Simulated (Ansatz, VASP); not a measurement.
**BaTiO3 in VASP and in Ansatz**

```
Ba Ti O
1.0
     4.03653    0.00000    0.00000
     0.00000    2.87438    2.88325
     0.00000   -2.87438    2.88325
Ba Ti O
1 1 3
Direct
  0.00000 0.00981 0.00981
  0.50000 0.52526 0.52526
  0.00000 0.49047 0.49047
  0.50000 0.49194 0.97874
  0.50000 0.97874 0.49194
```

Change from the starting cell: volume scaled by 1.04, ions relaxed.

Alike in both runs: functional PBE; k mesh 8 × 8 × 8; occupations fermi-dirac, width 0.02 eV; no spin polarisation.

Ansatz relaxed the structure, and its values are those at the end. VASP's run is a single point on that final structure, the one shown.

```csv
,VASP,Ansatz
version,VASP 6.6.1,Ansatz 0.2.0
potentials or method,"VASP PAW PBE potentials, release 64 (Ba_sv, Ti_sv, O)","plane-wave PAW, scalar-relativistic"
plane-wave cutoff (eV),520,420
valence electrons in the cell,40,40
```

Ansatz gave:

```
gap on the k mesh at the Fermi level (eV) : 2.29
pressure (GPa)                            : -0.7
rms of the force components (eV/Å)        : 0.004
```

Problem. Estimate VASP's values.

Solution. gap on the k mesh at the Fermi level (eV): 2.25; pressure (GPa): 0.8; rms of the force components (eV/Å): 0.036.

With one functional, cell and mesh, what is left measures potentials, basis and numerics. Ansatz's warnings: stress scf threshold loose.

Spin-orbit coupling is off throughout.
